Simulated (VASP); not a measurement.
Input of a VASP 6.6.1 run:

Contents of INCAR:

```
SYSTEM = Si2Ge
  PREC = Accurate
  ENCUT = 600
  EDIFF = 1E-6
  ISMEAR = 0
  SIGMA = 0.1
  LREAL = .FALSE.
  LASPH = .TRUE.
  NELM = 100
  ALGO = Normal
  ISIF = 3
  LWAVE = .FALSE.
  LCHARG = .FALSE.
  GGA = PE
  IBRION = 2
  NSW = 90
  EDIFFG = -0.04
```

Contents of KPOINTS:

```
regular mesh
0
G
  6 6 2
  0 0 0
```

File POSCAR:

```
Si2Ge
1.0
    3.6046080900      0.0000000000      0.0000000000
   -1.8023040500      3.1216821800      0.0000000000
    0.0000000000      0.0000000000      8.8294505500
Si Ge
4 2
Direct
    0.3333333300      0.6666666700      0.5416666700
    0.6666666700      0.3333333300      0.2083333300
    0.3333333300      0.6666666700      0.7916666700
    0.6666666700      0.3333333300      0.4583333300
    0.0000000000      0.0000000000      0.8750000000
    0.0000000000      0.0000000000      0.1250000000
```

Potentials or basis: VASP PAW PBE potentials, release 64 (Si, Ge_d).

Command:

```bash
$ cat potpaw_PBE.64/Si/POTCAR potpaw_PBE.64/Ge_d/POTCAR > POTCAR
$ mpirun -np 1 vasp_std > vasp.out
```

Estimate the relaxed cell.

a = 3.933 Å, b = 3.933 Å, c = 9.600 Å, α = 90.00°, β = 90.00°, γ = 120.00°.

What does it give for the band gap on the k mesh?

0.72 eV (least direct gap 1.13 eV).

Predict the space group after relaxing (to 0.1 Å).

P-3m1 (No. 164).

What does it give for the relaxed volume?

21.44 Å³/atom.

Step by step:
| step | energy change (eV) | largest force (eV/Å) | pressure (GPa) | volume (Å³) |
| --- | --- | --- | --- | --- |
| 1 | 0.0000 | 0.9051 | 35.66 | 99.35 |
| 2 | -1.2091 | 0.2477 | -10.60 | 162.34 |
| 3 | -2.6261 | 0.3075 | -0.45 | 129.23 |
| 4 | -2.6270 | 0.3100 | -0.10 | 128.58 |
| 5 | -2.6263 | 0.3127 | 0.30 | 127.94 |
| 6 | -2.6348 | 0.1483 | 0.38 | 127.88 |
| 7 | -2.6378 | 0.1623 | 0.43 | 127.81 |
| 8 | -2.6420 | 0.0298 | -0.03 | 128.63 |

Caveat: the volume moved by over 15 % at a fixed basis, so the end points are rough. A k mesh can miss the band edges.
